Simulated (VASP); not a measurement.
**Ir: single point with PBE**

Ir:

```
Ir
1.0
     0.00000    1.71876    1.71876
     1.71876    0.00000    1.71876
     1.71876    1.71876    0.00000
Ir
1
Direct
  0.00000 0.00000 0.00000
```

This cell differs from its parent crystal: volume scaled by 0.7.

```
Program             : VASP 6.6.1
Task                : single point
Functional          : PBE
Potentials or basis : VASP PAW PBE potentials, release 64 (Ir)
Cutoff              : 520 eV
k mesh              : 17 × 17 × 17
Occupations         : fermi-dirac, width 0.1 eV
Spin                : no spin polarisation
```

* Pressure: 304.4 GPa

Levels at points of the mesh, in eV from the Fermi level:
```
           k point  band 1  band 2  band 3  band 4  band 5  band 6  band 7  band 8
(0.00, 0.00, 0.00)  -14.89   -6.29   -6.29   -6.29   -1.79   -1.79   13.16   20.94
```

It took 32 s on 1 thread of Intel Xeon 8259CL, on a shared host, peak memory 0.1 GiB.

Caveat: spin-orbit coupling is left out, which moves the levels of the heavy elements.
